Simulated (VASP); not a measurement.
Runs of VASP 6.6.1 on Be. The structure is that of space group Im-3m (No. 229), or close to it. The cells are those of the table. 

| cell | gap on the mesh (eV) | pressure (GPa) |
| --- | --- | --- |
| a = 2.108 Å, angles 109.5°, 1 atom | none | 11.6 |
| a = 2.223 Å, angles 109.5°, 1 atom | none | (a) |
| a = 2.077 Å, angles 109.5°, 1 atom | none | 19.2 |
| a = 2.251 Å, angles 109.5°, 1 atom | none | -11.2 |
| a = 2.167 Å, angles 109.5°, 1 atom | none | (b) |

Alike in all rows: task single point; level BLYP; potentials or basis VASP PAW PBE potentials, release 64 (Be); no spin polarisation; k mesh 20 × 20 × 20; cutoff (eV) 520; smearing fermi-dirac 0.1 eV.

Question: Fill in the values left out.

Answer: (a) -8.1; (b) 0.0.

Caveats: the PAW data sets were made with another functional, which shifts forces and pressure a little.

A gap of «none» marks levels without a gap at the run's occupations.
